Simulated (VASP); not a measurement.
# B (P6/mmm) in VASP: notebook

Runs on B. Level: PBEsol. Tasks: single point.

Everything below comes from runs of VASP 6.6.1. Logs are shortened: lines on timing, memory, paths and dates and some standing lists are left out, and cuts for length are marked.

**1. The cell of the first run**

Symmetry: P6/mmm, No. 191, hexagonal system. Conventional cell: a = 1.702 Å, b = 1.702 Å, c = 3.623 Å, α = 90.00°, β = 90.00°, γ = 120.00°. B (site symmetry 6/mmm) has 6 B at 1.70 Å within 2.3 Å.

**2. Single point, PBEsol**

The input, INCAR:

```
SYSTEM = B
ALGO = Normal ; EDIFF = 1E-6
ENCUT = 500 ; GGA = PS
GGA_COMPAT = .FALSE. ; ISIF = 2
ISMEAR = 1 ; LASPH = .TRUE.
LCHARG = .FALSE. ; LREAL = .FALSE.
LWAVE = .FALSE. ; NBANDS = 8
NELM = 120 ; PREC = Accurate
SIGMA = 0.1
```

The input, KPOINTS:

```
k-points
0
G
  23 23 10
  0 0 0
```

The input, POSCAR:

```
B
1.0
    1.7024300000      0.0000000000      0.0000000000
   -0.8512200000      1.4743500000      0.0000000000
    0.0000000000      0.0000000000      3.6233019333
B
1
Direct
    0.0000000000      0.0000000000      0.0000000000
```

Potentials or basis: VASP PAW PBE potentials, release 64 (B).

Launch:

```sh
$ cat potpaw_PBE.64/B/POTCAR > POTCAR
$ mpirun -np 1 vasp_std > vasp.out
```

OUTCAR:

```text
SYSTEM = B
   EDIFF = 1E-6
   ENCUT = 500
   GGA = PS
   ISIF = 2
   ISMEAR = 1
   LASPH = .TRUE.
   LREAL = .FALSE.
   NELM = 120
   PREC = Accurate

 ion  position               nearest neighbor table
   1  0.000  0.000  0.000-

  LATTYP: Found a hexagonal cell.
 ALAT       =     1.7024300000
 C/A-ratio  =     2.1283118444

  Lattice vectors:

 A1 = (   1.7024300000,   0.0000000000,   0.0000000000)
 A2 = (  -0.8512200000,   1.4743500000,   0.0000000000)
 A3 = (   0.0000000000,   0.0000000000,   3.6233019333)

Analysis of symmetry for initial positions (statically):
=====================================================================
 Subroutine PRICEL returns:
 Original cell was already a primitive cell.

 Routine SETGRP: Setting up the symmetry group for a
 hexagonal supercell.

 Subroutine GETGRP returns: Found 24 space group operations
 (whereof 24 operations were pure point group operations)
 out of a pool of 24 trial point group operations.

The static configuration has the point symmetry D_6h.

Analysis of symmetry for dynamics (positions and initial velocities):
=====================================================================
 Subroutine PRICEL returns:
 Original cell was already a primitive cell.

 Routine SETGRP: Setting up the symmetry group for a
 hexagonal supercell.

 Subroutine GETGRP returns: Found 24 space group operations
 (whereof 24 operations were pure point group operations)
 out of a pool of 24 trial point group operations.

The dynamic configuration has the point symmetry D_6h.

 Subroutine INISYM returns: Found 24 space group operations
 (whereof 24 operations are pure point group operations),
 and found     1 'primitive' translations

----------------------------------------------------------------------------------------

                                     Primitive cell

  volume of cell :       9.0944

  direct lattice vectors                    reciprocal lattice vectors
     1.702430000  0.000000000  0.000000000     0.587395664  0.339134491  0.000000000
    -0.851220000  1.474350000  0.000000000     0.000000000  0.678264998  0.000000000
     0.000000000  0.000000000  3.623301933     0.000000000  0.000000000  0.275991352

  length of vectors
     1.702430000  1.702434554  3.623301933     0.678266813  0.678264998  0.275991352

  position of ions in fractional coordinates (direct lattice)
     0.000000000  0.000000000  0.000000000

  ion indices of the primitive-cell ions
   primitive index   ion index
                 1           1

----------------------------------------------------------------------------------------

 KPOINTS: k-points

Automatic generation of k-mesh.
 Grid dimensions read from file:
 generate k-points for:   23   23   10

 Generating k-lattice:

  Cartesian coordinates                     Fractional coordinates (reciprocal lattice)
     0.025538942  0.014744978  0.000000000     0.043478261  0.000000000  0.000000000
     0.000000000  0.029489783  0.000000000     0.000000000  0.043478261  0.000000000
     0.000000000  0.000000000  0.027599135     0.000000000  0.000000000  0.100000000

  Length of vectors
     0.029489861  0.029489783  0.027599135

  Shift w.r.t. Gamma in fractional coordinates (k-lattice)
     0.000000000  0.000000000  0.000000000

 Subroutine IBZKPT returns following result:
 ===========================================

 Found    336 irreducible k-points:

 Following reciprocal coordinates:
            Coordinates               Weight
  0.000000  0.000000  0.000000      1.000000
  0.043478  0.000000  0.000000      6.000000
  0.086957  0.000000  0.000000      6.000000
  0.130435  0.000000  0.000000      6.000000
  0.173913  0.000000  0.000000      6.000000
  0.217391  0.000000  0.000000      6.000000
[... 16 lines left out ...]
  0.478261  0.043478  0.000000      6.000000
  0.086957  0.086957  0.000000      6.000000
 [... further k-points ...]
   k-points           NKPTS =    336   k-points in BZ     NKDIM =    336   number of bands    NBANDS=      8
   number of dos      NEDOS =    301   number of ions     NIONS =      1
   total plane-waves  NPLWV =   4032
   dimension x,y,z NGX =    12 NGY =   12 NGZ =   28
   dimension x,y,z NGXF=    24 NGYF=   24 NGZF=   56
   ions per type =               1
   NGX,Y,Z   is equivalent  to a cutoff of  11.72, 11.72, 12.85 a.u.
   NGXF,Y,Z  is equivalent  to a cutoff of  23.44, 23.44, 25.69 a.u.
 SYSTEM =  B
   PREC   = accura    normal or accurate (medium, high low for compatibility)
   ISTART =      0    job   : 0-new  1-cont  2-samecut
   ICHARG =      2    charge: 1-file 2-atom 10-const
   ISPIN  =      1    spin polarized calculation?
   LNONCOLLINEAR =      F non collinear calculations
   LSORBIT =      F    spin-orbit coupling
   LASPH  =      T    aspherical Exc in radial PAW
   ENCUT  =  500.0 eV  36.75 Ry    6.06 a.u.   3.10  3.10  6.61*2*pi/ulx,y,z
   NELM   =    120;   NELMIN=  2; NELMDL= -5     # of ELM steps
   EDIFF  = 0.1E-05   stopping-criterion for ELM
   LREAL  =      F    real-space projection
   EDIFFG = 0.1E-04   stopping-criterion for IOM
   NSW    =      0    number of steps for IOM
   IBRION =     -1    ionic relax: 0-MD 1-quasi-New 2-CG
   NFREE  =      0    steps in history (QN), initial steepest desc. (CG)
   ISIF   =      2    stress and relaxation
   ISYM   =      2    0-nonsym 1-usesym 2-fastsym
   POTIM  = 0.5000    time-step for ionic-motion
   TEBEG  =    0.0;   TEEND  =   0.0 temperature during run
   PSTRESS=    0.0 pullay stress
   NELECT =       3.0000    total number of electrons
   NUPDOWN=      -1.0000    fix difference up-down
   EMIN   =  10.00;   EMAX   =-10.00  energy-range for DOS
   EFERMI =   0.00;   METHOD = LEGACY
   ISMEAR =     1;   SIGMA  =   0.10  broadening in eV -4-tet -1-fermi 0-gaus
   EFERMI_NEDOS =   21; number of points for ismear=-14 and -15
   IALGO  =     38    algorithm
   IMIX   =      4    mixing-type and parameters
     AMIX     =   0.40;   BMIX     =  1.00
     AMIX_MAG =   1.60;   BMIX_MAG =  1.00
  volume/ion in A,a.u.               =       9.09        61.37
  Fermi-wavevector in a.u.,A,eV,Ry     =   1.131159  2.137581 17.408946  1.279521
  Thomas-Fermi vector in A             =   2.267858
   LORBIT       =      0    0 simple, 1 ext, 2 COOP (PROOUT), +10 PAW based schemes
   GGA     = PS    functional components
   LHFCALC =     F    Hartree Fock is set to
   AEXX    =    0.0000 exact exchange contribution
   IVDW    =     0    specifies the selected vdW correction
   LEPSILON=     F    determine dielectric tensor
   LRPA    =     F    only Hartree local field effects (RPA)
 non-spin polarized calculation
 Methfessel and Paxton  Order N= 1 SIGMA  =   0.10
  energy-cutoff  :      500.00
  volume of cell :        9.09
 maximum number of plane-waves:       247
   NGX =  7   NGY =  7   NGZ = 13

 number of electron       3.0000001 magnetization

 Free energy of the ion-electron system (eV)
  ---------------------------------------------------
  ext. energy  EPLUGINS =         0.00000000
  ---------------------------------------------------
  free energy    TOTEN  =        -6.30966702 eV

  energy without entropy =       -6.30954736  energy(sigma->0) =       -6.30962713

 E-fermi :   5.4024     XC(G=0): -10.2751

 val. band max:        5.3394307388   @ k =   0.3043   0.0870   0.3000
 cond. band min:       5.4061327137   @ k =   0.2609   0.1304   0.2000
 fundamental gap:      0.0667019748
 Fermi energy:         5.4023992051

 k-point     1 :       0.0000    0.0000    0.0000
  band No.  band energies     occupation
      1     -11.9859      2.00000
      2      -1.5013      2.00000
      3       7.4688      0.00000
      4      30.1424      0.00000
      5      30.1426      0.00000
      6      31.4484      0.00000
      7      37.3657      0.00000
      8      51.4341      0.00000

 k-point     2 :       0.0435    0.0000    0.0000
  band No.  band energies     occupation
      1     -11.8985      2.00000
      2      -1.3767      2.00000
      3       7.5766      0.00000
      4      29.6595      0.00000
      5      29.8572      0.00000
      6      31.5420      0.00000
      7      37.6518      0.00000
      8      49.2242      0.00000

 k-point     3 :       0.0870    0.0000    0.0000
  band No.  band energies     occupation
      1     -11.6366      2.00000
      2      -1.0036      2.00000
      3       7.8986      0.00000
      4      28.3298      0.00000
      5      29.0839      0.00000
      6      31.8139      0.00000
      7      38.3197      0.00000
      8      46.5401      0.00000

 k-point     4 :       0.1304    0.0000    0.0000
  band No.  band energies     occupation
      1     -11.2019      2.00000
      2      -0.3832      2.00000
      3       8.4302      0.00000
      4      26.3577      0.00000
      5      28.0036      0.00000
      6      32.2312      0.00000
      7      38.9684      0.00000
      8      44.8554      0.00000

 k-point     5 :       0.1739    0.0000    0.0000
  band No.  band energies     occupation
      1     -10.5974      2.00000
      2       0.4819      2.00000
      3       9.1591      0.00000
      4      23.9448      0.00000
      5      26.7939      0.00000
      6      32.7076      0.00000
      7      39.2193      0.00000
      8      44.4902      0.00000

 k-point     6 :       0.2174    0.0000    0.0000
  band No.  band energies     occupation
      1      -9.8285      2.00000
      2       1.5872      2.00000
      3      10.0500      0.00000
      4      21.3269      0.00000
      5      25.5841      0.00000
      6      33.0018      0.00000
      7      39.1412      0.00000
      8      43.0191      0.00000

 k-point     7 :       0.2609    0.0000    0.0000
  band No.  band energies     occupation
      1      -8.9054      2.00000
      2       2.9253      2.00000
      3      10.9896      0.00000
      4      18.8062      0.00000
      5      24.4582      0.00000
      6      32.4733      0.00000
      7      39.0757      0.00000
      8      40.5187      0.00000

 k-point     8 :       0.3043    0.0000    0.0000
  band No.  band energies     occupation
      1      -7.8467      2.00000
      2       4.4821      2.00000
      3      11.5516      0.00000
      4      16.9607      0.00000
      5      23.4689      0.00000
      6      30.4631      0.00000
      7      39.1241      0.00000
      8      39.2128      0.00000

 k-point     9 :       0.3478    0.0000    0.0000
  band No.  band energies     occupation
      1      -6.6880      2.00000
      2       6.2307     -0.00000
      3      10.8285      0.00000
      4      16.8206      0.00000
      5      22.6493      0.00000
      6      27.5609      0.00000
      7      35.3663      0.00000
      8      39.3569      0.00000

 k-point    10 :       0.3913    0.0000    0.0000
  band No.  band energies     occupation
      1      -5.5004      2.00000
      2       8.1111      0.00000
      3       9.1628      0.00000
      4      18.1663      0.00000
      5      22.0205      0.00000
      6      24.5486      0.00000
      7      31.8144      0.00000
      8      39.6086      0.00000
[... 78 lines left out ...]
 k-point    18 :       0.2609    0.0435    0.0000
  band No.  band energies     occupation
      1      -8.3247      2.00000
      2       3.7680      2.00000
      3      11.4623      0.00000
      4      17.6424      0.00000
      5      23.5672      0.00000
      6      31.6747      0.00000
      7      39.5952      0.00000
      8      40.0606      0.00000

 k-point    19 :       0.3043    0.0435    0.0000
  band No.  band energies     occupation
      1      -7.2075      2.00000
      2       5.4240      0.64344
      3      11.4595      0.00000
      4      16.5251      0.00000
      5      22.7119      0.00000
      6      29.1174      0.00000
      7      37.3698      0.00000
      8      39.7662      0.00000

 k-point    20 :       0.3478    0.0435    0.0000
  band No.  band energies     occupation
      1      -6.0176      2.00000
      2       7.2475     -0.00000
      3      10.0681      0.00000
      4      17.2553      0.00000
      5      22.0461      0.00000
      6      26.1107      0.00000
      7      33.7105      0.00000
      8      39.9673      0.00000

 k-point    21 :       0.3913    0.0435    0.0000
  band No.  band energies     occupation
      1      -4.8562      2.00000
      2       8.3099      0.00000
      3       9.1433      0.00000
      4      18.8899      0.00000
      5      21.6353      0.00000
      6      23.2244      0.00000
      7      30.3271      0.00000
      8      40.1840      0.00000

 k-point    22 :       0.4348    0.0435    0.0000
  band No.  band energies     occupation
      1      -3.9276      2.00000
      2       6.9317     -0.00000
      3      10.8432      0.00000
      4      20.3970      0.00000
      5      20.8927      0.00000
      6      21.9433      0.00000
      7      27.2930      0.00000
      8      40.3432      0.00000

 k-point    23 :       0.4783    0.0435    0.0000
  band No.  band energies     occupation
      1      -3.5528      2.00000
      2       6.3971     -0.00000
      3      11.6310      0.00000
      4      19.8896      0.00000
      5      20.6691      0.00000
      6      23.2225      0.00000
      7      25.3432      0.00000
      8      40.4013      0.00000

 k-point    24 :       0.0870    0.0870    0.0000
  band No.  band energies     occupation
      1     -10.9415      2.00000
      2      -0.0118      2.00000
      3       8.7485      0.00000
      4      26.2381      0.00000
      5      26.2477      0.00000
      6      32.4600      0.00000
      7      39.7909      0.00000
      8      44.1564      0.00000

 [... further k-points ...]

------------------------ aborting loop because EDIFF is reached ----------------------------------------

  FORCE on cell =-STRESS in cart. coord.  units (eV):
  Direction    XX          YY          ZZ          XY          YZ          ZX
  --------------------------------------------------------------------------------------
  -------------------------------------------------------------------------------------
  Total        0.1424955      0.1424960     -0.0448052     -0.0000005      0.0000000      0.0000000
  in kB       25.1036803     25.1037611     -7.8934167     -0.0000851      0.0000000      0.0000000
  external PRESSURE =      14.1046749 kB  Pullay stress =       0.0000000 kB

 VOLUME and BASIS-vectors are now :
 -----------------------------------------------------------------------------
  energy-cutoff  :      500.00
  volume of cell :        9.09
      direct lattice vectors                 reciprocal lattice vectors
     1.702430000  0.000000000  0.000000000     0.587395664  0.339134491  0.000000000
    -0.851220000  1.474350000  0.000000000     0.000000000  0.678264998  0.000000000
     0.000000000  0.000000000  3.623301933     0.000000000  0.000000000  0.275991352

 POSITION                                       TOTAL-FORCE (eV/Angst)
 -----------------------------------------------------------------------------------
      0.00000      0.00000      0.00000         0.000000      0.000000      0.000000
 -----------------------------------------------------------------------------------
    total drift:                               -0.000000     -0.000000     -0.000000

  FREE ENERGIE OF THE ION-ELECTRON SYSTEM (eV)
  ---------------------------------------------------
  free  energy   TOTEN  =        -6.3096670216 eV

  energy  without entropy=       -6.3095473572  energy(sigma->0) =       -6.30962713
```

Wall time 9 s (1 thread of Intel Xeon Platinum 8375C at 2.90GHz (Ice Lake), shared host); peak memory 0.12 GiB.

What came out:

- Free energy: -6.3097 eV
- Pressure: 1.4 GPa

Stress tensor (GPa, compression positive):
```
 2.51  0.00  0.00
 0.00  2.51  0.00
 0.00  0.00 -0.79
```

Levels at points of the mesh, in eV from the Fermi level:
| k point | band 1 | band 2 | band 3 | band 4 | band 5 |
| --- | --- | --- | --- | --- | --- |
| (0.00, 0.00, 0.00) | -17.39 | -6.90 | 2.07 | 24.74 | 24.74 |
| (0.00, 0.00, 0.50) | -17.05 | -8.87 | 8.80 | 13.68 | 24.75 |

Caveat: the PAW data sets were made with another functional, which shifts forces and pressure a little.

**3. Single point, PBEsol**

This run uses another cell than the first one, of 9.12 Å³/atom, 1.003 times its volume.

The input, INCAR:

```
ALGO = Normal
EDIFF = 1E-6
ENCUT = 500
GGA = PS
GGA_COMPAT = False
ISIF = 2
ISMEAR = 1
LASPH = True
LCHARG = False
LREAL = False
LWAVE = False
NBANDS = 8
NELM = 120
PREC = Accurate
SIGMA = 0.1
```

The input, KPOINTS:

```
k-points
0
Gamma
  23 23 10
```

Changes to POSCAR since step 2:

```diff
@@ -4,3 +4,3 @@
    -0.8512200000      1.4743500000      0.0000000000
-    0.0000000000      0.0000000000      3.6233019333
+    0.0000000000      0.0000000000      3.6354200000
 B
```

Potentials or basis: VASP PAW PBE potentials, release 64 (B).

Launch:

```sh
$ cat potpaw_PBE.64/B/POTCAR > POTCAR
$ mpirun -np 1 vasp_std > vasp.out
```

Wall time 9 s (1 thread of Intel Xeon Platinum 8375C at 2.90GHz (Ice Lake), shared host); peak memory 0.12 GiB.

The run converged. Its results:

```yaml
Free_energy: -6.3095 eV
Pressure: 1.4 GPa
```

Stress tensor (GPa, compression positive):
```
 2.51  0.00  0.00
 0.00  2.51  0.00
 0.00  0.00 -0.87
```

Levels at points of the mesh, in eV from the Fermi level:
| k point | band 1 | band 2 | band 3 | band 4 | band 5 | band 6 | band 7 |
| --- | --- | --- | --- | --- | --- | --- | --- |
| (0.00, 0.00, 0.00) | -17.38 | -6.92 | 2.05 | 24.74 | 24.74 | 25.85 | 31.74 |
| (0.00, 0.00, 0.50) | -17.05 | -8.85 | 8.72 | 13.56 | 24.75 | 24.75 | 45.60 |

Caveat: the PAW data sets were made with another functional, which shifts forces and pressure a little.

**4. Single point, PBEsol**

This run uses another cell than the first one, of 9.16 Å³/atom, 1.007 times its volume.

The input, INCAR:

```
PREC = Accurate ; ENCUT = 500
EDIFF = 1E-6 ; ISMEAR = 1
SIGMA = 0.1 ; LREAL = False
LASPH = True ; NELM = 120
ALGO = Normal ; ISIF = 2
LWAVE = False ; LCHARG = False
GGA = PS ; NBANDS = 8
GGA_COMPAT = False
```

The input, KPOINTS:

```
Automatic mesh
0
Gamma
  23 23 10
```

Changes to POSCAR since step 3:

```diff
@@ -4,3 +4,3 @@
    -0.8512200000      1.4743500000      0.0000000000
-    0.0000000000      0.0000000000      3.6354200000
+    0.0000000000      0.0000000000      3.6475380667
 B
```

Launch:

```sh
$ cat potpaw_PBE.64/B/POTCAR > POTCAR
$ mpirun -np 1 vasp_std > vasp.out
```

Wall time 8.9 s (1 thread of Intel Xeon Platinum 8375C at 2.90GHz (Ice Lake), shared host); peak memory 0.12 GiB.

Results (log left out):

```yaml
Free_energy: -6.3094 eV
Pressure: 1.4 GPa
```

Stress tensor (GPa, compression positive):
```
 2.51  0.00  0.00
 0.00  2.51  0.00
 0.00  0.00 -0.93
```

Levels at points of the mesh, in eV from the Fermi level:
```csv
k point,band 1,band 2,band 3,band 4,band 5
"(0.00, 0.00, 0.00)",-17.37,-6.93,2.04,24.75,24.75
"(0.00, 0.00, 0.50)",-17.05,-8.83,8.64,13.45,24.75
```

Caveat: the PAW data sets were made with another functional, which shifts forces and pressure a little.

**5. Single point, PBEsol**

This run uses another cell than the first one, of 9.19 Å³/atom, 1.010 times its volume.

The input, INCAR:

```
SYSTEM = B
PREC     = Accurate       ! precision mode
ENCUT    = 500            ! plane-wave cutoff, eV
EDIFF    = 1E-6           ! SCF threshold, eV
ISMEAR   = 1              ! smearing method
SIGMA    = 0.1            ! smearing width, eV
LREAL    = .FALSE.        ! projectors in reciprocal space
LASPH    = .TRUE.         ! aspherical terms in the spheres
NELM     = 120            ! most SCF steps
ALGO     = Normal         ! electronic algorithm
ISIF     = 2              ! what is computed and relaxed
LWAVE    = .FALSE.        ! write WAVECAR
LCHARG   = .FALSE.        ! write CHGCAR
GGA      = PS             ! functional
NBANDS   = 8              ! bands
GGA_COMPAT= .FALSE.
```

The input, KPOINTS:

```
Automatic mesh
0
G
  23 23 10
  0 0 0
```

Changes to POSCAR since step 4:

```diff
@@ -4,3 +4,3 @@
    -0.8512200000      1.4743500000      0.0000000000
-    0.0000000000      0.0000000000      3.6475380667
+    0.0000000000      0.0000000000      3.6596561333
 B
```

Launch:

```sh
$ cat potpaw_PBE.64/B/POTCAR > POTCAR
$ mpirun -np 1 vasp_std > vasp.out
```

Run time: 8.1 s. Hardware: 1 thread of Intel Xeon Platinum 8375C at 2.90GHz (Ice Lake), shared host; peak memory 0.12 GiB.

Results (log left out):

```yaml
Free_energy: -6.3092 eV
Pressure: 1.3 GPa
```

Stress tensor (GPa, compression positive):
```
 2.51  0.00  0.00
 0.00  2.51  0.00
 0.00  0.00 -0.98
```

Levels at points of the mesh, in eV from the Fermi level:
```tsv
k point	band 1	band 2	band 3	band 4	band 5
(0.00, 0.00, 0.00)	-17.37	-6.95	2.02	24.75	24.75
(0.00, 0.00, 0.50)	-17.06	-8.82	8.57	13.34	24.76
```

Caveat: the PAW data sets were made with another functional, which shifts forces and pressure a little.

[end of part 1 of 2]
